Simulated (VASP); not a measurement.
# TaN (P-1) in VASP: single point with LDA

Aim: the single point of TaN with LDA.

All numbers are computed with VASP 6.6.1; they aren't measurements. Logs are shortened: lines on timing, memory, paths and dates and some standing lists are left out, and cuts for length are marked.

**1. The cell of the first run**

The typed cell holds 6 atoms: a = 5.186 Å, b = 5.140 Å, c = 2.908 Å, α = 89.57°, β = 88.85°, γ = 119.13°.

**2. Single point, LDA (equal xy, yz and zx shear strains of +2 %)**

The input, INCAR:

```
SYSTEM = TaN
ALGO     = Normal         ! electronic algorithm
EDIFF    = 1E-6           ! SCF threshold, eV
ENCUT    = 520            ! plane-wave cutoff, eV
ISIF     = 2              ! what is computed and relaxed
ISMEAR   = -1             ! smearing method
LASPH    = .TRUE.         ! aspherical terms in the spheres
LCHARG   = .FALSE.        ! write CHGCAR
LREAL    = .FALSE.        ! projectors in reciprocal space
LWAVE    = .FALSE.        ! write WAVECAR
NBANDS   = 33             ! bands
NELM     = 80             ! most SCF steps
PREC     = Accurate       ! precision mode
SIGMA    = 0.03           ! smearing width, eV
```

The input, KPOINTS:

```
k-points
0
G
  5 5 8
  0 0 0
```

The input, POSCAR:

```
TaN
1.0
    5.1849992558      0.0518499926      0.0518499926
   -2.5475962172      4.4644160778      0.0189784145
    0.0290800000      0.0290800000      2.9080000000
Ta N
3 3
Direct
    0.0000000000      0.0000000000      0.0000000000
    0.3333333333      0.6666666667      0.5000000000
    0.6666666667      0.3333333333      0.5000000000
    0.5000000000      0.0000000000      0.0000000000
    0.5000000000      0.5000000000      0.0000000000
    0.0000000000      0.5000000000      0.0000000000
```

Potentials or basis: VASP PAW LDA potentials, release 64 (Ta_pv, N).

Command:

```
$ cat potpaw_LDA.64/Ta_pv/POTCAR potpaw_LDA.64/N/POTCAR > POTCAR
$ mpirun -np 1 vasp_std > vasp.out
```

OUTCAR:

```text
SYSTEM = TaN
   EDIFF = 1E-6
   ENCUT = 520
   ISIF = 2
   ISMEAR = -1
   LASPH = .TRUE.
   LREAL = .FALSE.
   NELM = 80
   PREC = Accurate

 ion  position               nearest neighbor table
   1  0.000  0.000  0.000-   6 2.57   6 2.57   4 2.59   4 2.59   5 2.62   5 2.62   2 3.30   3 3.30
                             3 3.30   2 3.30   2 3.31   3 3.31   3 3.32   2 3.32   3 3.35   2 3.35
   2  0.333  0.667  0.500-   4 2.07   6 2.07   5 2.07   5 2.09   4 2.11   6 2.12   3 2.97   3 2.99
                             3 3.02   1 3.30   1 3.30   1 3.31   1 3.32   1 3.35   1 3.39
   3  0.667  0.333  0.500-   4 2.07   6 2.07   5 2.07   5 2.09   4 2.11   6 2.12   2 2.97   2 2.99
                             2 3.02   1 3.30   1 3.30   1 3.31   1 3.32   1 3.35   1 3.39
   4  0.500  0.000  0.000-   2 2.07   3 2.07   2 2.11   3 2.11   1 2.59   1 2.59
   5  0.500  0.500  0.000-   2 2.07   3 2.07   2 2.09   3 2.09   1 2.62   1 2.62
   6  0.000  0.500  0.000-   3 2.07   2 2.07   2 2.12   3 2.12   1 2.57   1 2.57

  LATTYP: Found a triclinic cell.
 ALAT       =     5.8942017873
 B/A-ratio  =     0.4934155447
 C/A-ratio  =     0.8720767365
 COS(alpha) =     0.0074204947
 COS(beta)  =     0.4319766960
 COS(gamma) =     0.4757357861

  Lattice vectors:

 A1 = (  -5.1559192558,  -0.0227699926,   2.8561500074)
 A2 = (   0.0290800000,   0.0290800000,   2.9080000000)
 A3 = (  -2.5475962172,   4.4644160778,   0.0189784145)

Analysis of symmetry for initial positions (statically):
=====================================================================
 Subroutine PRICEL returns:
 Original cell was already a primitive cell.

 Routine SETGRP: Setting up the symmetry group for a
 triclinic supercell.

 Subroutine GETGRP returns: Found  2 space group operations
 (whereof  2 operations were pure point group operations)
 out of a pool of  2 trial point group operations.

The static configuration has the point symmetry S_2 .

Analysis of symmetry for dynamics (positions and initial velocities):
=====================================================================
 Subroutine PRICEL returns:
 Original cell was already a primitive cell.

 Routine SETGRP: Setting up the symmetry group for a
 triclinic supercell.

 Subroutine GETGRP returns: Found  2 space group operations
 (whereof  2 operations were pure point group operations)
 out of a pool of  2 trial point group operations.

The dynamic configuration has the point symmetry S_2 .

 Subroutine INISYM returns: Found  2 space group operations
 (whereof  2 operations are pure point group operations),
 and found     1 'primitive' translations

----------------------------------------------------------------------------------------

                                     Primitive cell

  volume of cell :      67.6851

  direct lattice vectors                    reciprocal lattice vectors
     5.184999256  0.051849993  0.051849993     0.191799562  0.109462247 -0.003012618
    -2.547596217  4.464416078  0.018978414    -0.002205390  0.222744340 -0.002205390
     0.029080000  0.029080000  2.908000000    -0.003405416 -0.003405416  0.343947063

  length of vectors
     5.185517730  5.140196259  2.908290785     0.220857718  0.222766174  0.343980778

  position of ions in fractional coordinates (direct lattice)
     0.000000000  0.000000000  0.000000000
     0.333333333  0.666666667  0.500000000
     0.666666667  0.333333333  0.500000000
     0.500000000  0.000000000  0.000000000
     0.500000000  0.500000000  0.000000000
     1.000000000  0.500000000  0.000000000

  ion indices of the primitive-cell ions
   primitive index   ion index
                 1           1
                 2           2
                 3           3
                 4           4
                 5           5
                 6           6

----------------------------------------------------------------------------------------

 KPOINTS: k-points

Automatic generation of k-mesh.
 Grid dimensions read from file:
 generate k-points for:    5    5    8

 Generating k-lattice:

  Cartesian coordinates                     Fractional coordinates (reciprocal lattice)
     0.038359912  0.021892449 -0.000602524     0.200000000 -0.000000000  0.000000000
    -0.000441078  0.044548868 -0.000441078     0.000000000  0.200000000  0.000000000
    -0.000425677 -0.000425677  0.042993383     0.000000000  0.000000000  0.125000000

  Length of vectors
     0.044171544  0.044553235  0.042997597

  Shift w.r.t. Gamma in fractional coordinates (k-lattice)
     0.000000000  0.000000000  0.000000000

 Subroutine IBZKPT returns following result:
 ===========================================

 Found    101 irreducible k-points:

 Following reciprocal coordinates:
            Coordinates               Weight
  0.000000  0.000000  0.000000      1.000000
  0.200000  0.000000 -0.000000      2.000000
  0.400000  0.000000 -0.000000      2.000000
 -0.000000  0.200000 -0.000000      2.000000
  0.200000  0.200000 -0.000000      2.000000
  0.400000  0.200000  0.000000      2.000000
[... 16 lines left out ...]
 -0.200000  0.200000  0.125000      2.000000
 -0.000000  0.400000  0.125000      2.000000
 [... further k-points ...]
   k-points           NKPTS =    101   k-points in BZ     NKDIM =    101   number of bands    NBANDS=     33
   number of dos      NEDOS =    301   number of ions     NIONS =      6
   total plane-waves  NPLWV =  38400
   dimension x,y,z NGX =    40 NGY =   40 NGZ =   24
   dimension x,y,z NGXF=    80 NGYF=   80 NGZF=   48
   ions per type =               3   3
   NGX,Y,Z   is equivalent  to a cutoff of  12.82, 12.94, 13.72 a.u.
   NGXF,Y,Z  is equivalent  to a cutoff of  25.65, 25.87, 27.44 a.u.
 SYSTEM =  TaN
   PREC   = accura    normal or accurate (medium, high low for compatibility)
   ISTART =      0    job   : 0-new  1-cont  2-samecut
   ICHARG =      2    charge: 1-file 2-atom 10-const
   ISPIN  =      1    spin polarized calculation?
   LNONCOLLINEAR =      F non collinear calculations
   LSORBIT =      F    spin-orbit coupling
   LASPH  =      T    aspherical Exc in radial PAW
   ENCUT  =  520.0 eV  38.22 Ry    6.18 a.u.   9.64  9.56  5.41*2*pi/ulx,y,z
   NELM   =     80;   NELMIN=  2; NELMDL= -5     # of ELM steps
   EDIFF  = 0.1E-05   stopping-criterion for ELM
   LREAL  =      F    real-space projection
   EDIFFG = 0.1E-04   stopping-criterion for IOM
   NSW    =      0    number of steps for IOM
   IBRION =     -1    ionic relax: 0-MD 1-quasi-New 2-CG
   NFREE  =      0    steps in history (QN), initial steepest desc. (CG)
   ISIF   =      2    stress and relaxation
   ISYM   =      2    0-nonsym 1-usesym 2-fastsym
   POTIM  = 0.5000    time-step for ionic-motion
   TEBEG  =    0.0;   TEEND  =   0.0 temperature during run
   PSTRESS=    0.0 pullay stress
   NELECT =      48.0000    total number of electrons
   NUPDOWN=      -1.0000    fix difference up-down
   EMIN   =  10.00;   EMAX   =-10.00  energy-range for DOS
   EFERMI =   0.00;   METHOD = LEGACY
   ISMEAR =    -1;   SIGMA  =   0.03  broadening in eV -4-tet -1-fermi 0-gaus
   EFERMI_NEDOS =   21; number of points for ismear=-14 and -15
   IALGO  =     38    algorithm
   IMIX   =      4    mixing-type and parameters
     AMIX     =   0.40;   BMIX     =  1.00
     AMIX_MAG =   1.60;   BMIX_MAG =  1.00
  volume/ion in A,a.u.               =      11.28        76.13
  Fermi-wavevector in a.u.,A,eV,Ry     =   1.459904  2.758818 28.998358  2.131319
  Thomas-Fermi vector in A             =   2.576416
   LORBIT       =      0    0 simple, 1 ext, 2 COOP (PROOUT), +10 PAW based schemes
   GGA     = CA    functional components
   LHFCALC =     F    Hartree Fock is set to
   AEXX    =    0.0000 exact exchange contribution
   IVDW    =     0    specifies the selected vdW correction
   LEPSILON=     F    determine dielectric tensor
   LRPA    =     F    only Hartree local field effects (RPA)
 non-spin polarized calculation
  energy-cutoff  :      520.00
  volume of cell :       67.69
 maximum number of plane-waves:      1844
   NGX = 19   NGY = 19   NGZ = 11

 number of electron      48.0000005 magnetization

 Free energy of the ion-electron system (eV)
  ---------------------------------------------------
  ext. energy  EPLUGINS =         0.00000000
  ---------------------------------------------------
  free energy    TOTEN  =       -71.30445565 eV

  energy without entropy =      -71.30114448  energy(sigma->0) =      -71.30280007

 E-fermi :   8.0991     XC(G=0): -13.2884

 val. band max:        8.0984919954   @ k =  -0.0000   0.0000   0.3750
 cond. band min:       8.1193005816   @ k =  -0.0000  -0.2000   0.3750
 fundamental gap:      0.0208085862
 Fermi energy:         8.0991069436

 k-point     1 :       0.0000    0.0000    0.0000
  band No.  band energies     occupation
      1     -27.9303      2.00000
      2     -27.9146      2.00000
      3     -27.5273      2.00000
      4     -27.5156      2.00000
      5     -27.3123      2.00000
      6     -27.1813      2.00000
[... 25 lines left out ...]
     32      11.2569      0.00000
     33      11.3540      0.00000

 k-point     2 :       0.2000    0.0000   -0.0000
  band No.  band energies     occupation
      1     -27.9567      2.00000
      2     -27.8937      2.00000
      3     -27.5142      2.00000
      4     -27.4757      2.00000
      5     -27.3010      2.00000
      6     -27.2203      2.00000
[... 25 lines left out ...]
     32      11.4282      0.00000
     33      11.6365      0.00000
[... 754 lines left out ...]
     32      11.4370      0.00000
     33      12.0636      0.00000

 k-point    24 :      -0.0000    0.4000    0.1250
  band No.  band energies     occupation
      1     -27.9621      2.00000
      2     -27.8063      2.00000
      3     -27.5490      2.00000
      4     -27.4285      2.00000
      5     -27.4006      2.00000
      6     -27.3509      2.00000
[... 25 lines left out ...]
     32      11.5702      0.00000
     33      11.9355      0.00000

 [... further k-points ...]

------------------------ aborting loop because EDIFF is reached ----------------------------------------

  FORCE on cell =-STRESS in cart. coord.  units (eV):
  Direction    XX          YY          ZZ          XY          YZ          ZX
  --------------------------------------------------------------------------------------
  -------------------------------------------------------------------------------------
  Total       -0.8579662     -0.7916072     -1.6791002     -0.9565574     -1.6961958     -1.6999493
  in kB      -20.3089636    -18.7381761    -39.7460703    -22.6427219    -40.1507428    -40.2395923
  external PRESSURE =     -26.2644033 kB  Pullay stress =       0.0000000 kB

 VOLUME and BASIS-vectors are now :
 -----------------------------------------------------------------------------
  energy-cutoff  :      520.00
  volume of cell :       67.69
      direct lattice vectors                 reciprocal lattice vectors
     5.184999256  0.051849993  0.051849993     0.191799562  0.109462247 -0.003012618
    -2.547596217  4.464416078  0.018978414    -0.002205390  0.222744340 -0.002205390
     0.029080000  0.029080000  2.908000000    -0.003405416 -0.003405416  0.343947063

 POSITION                                       TOTAL-FORCE (eV/Angst)
 -----------------------------------------------------------------------------------
      0.00000      0.00000      0.00000        -0.000000      0.000000     -0.000000
      0.04448      3.00810      1.48394        -0.231375     -0.000855      0.023142
      2.62201      1.53725      1.49489         0.231375      0.000855     -0.023142
      2.59250      0.02592      0.02592        -0.000000      0.000000     -0.000000
      1.31870      2.25813      0.03541        -0.000000      0.000000     -0.000000
     -1.27380      2.23221      0.00949        -0.000000      0.000000     -0.000000
 -----------------------------------------------------------------------------------
    total drift:                               -0.000000      0.000000     -0.000000

  FREE ENERGIE OF THE ION-ELECTRON SYSTEM (eV)
  ---------------------------------------------------
  free  energy   TOTEN  =       -71.3044556522 eV

  energy  without entropy=      -71.3011444830  energy(sigma->0) =      -71.30280007
```

Wall time 5.4 min (1 thread of Intel Xeon 8259CL, shared host); peak memory 0.29 GiB.

Results:

```
Free energy            : -71.3045 eV
Pressure               : -2.6 GPa
Largest force          : 0.233 eV/Å
Band gap on the k mesh : zero (bands 24 and 25 overlap by 1.91 eV)
```

Forces in eV/Å, atoms in the order of the input:
```
Ta   0.000  0.000  0.000
Ta  -0.231 -0.001  0.023
Ta   0.231  0.001 -0.023
N    0.000  0.000  0.000
N    0.000  0.000  0.000
N    0.000  0.000  0.000
```

Caveat: the cell differs from its parent crystal (equal xy, yz and zx shear strains of +2 %); spin-orbit coupling is left out, which moves the levels of the heavy elements.

The gap in the log of VASP goes by the Fermi energy; the results here count the filled bands.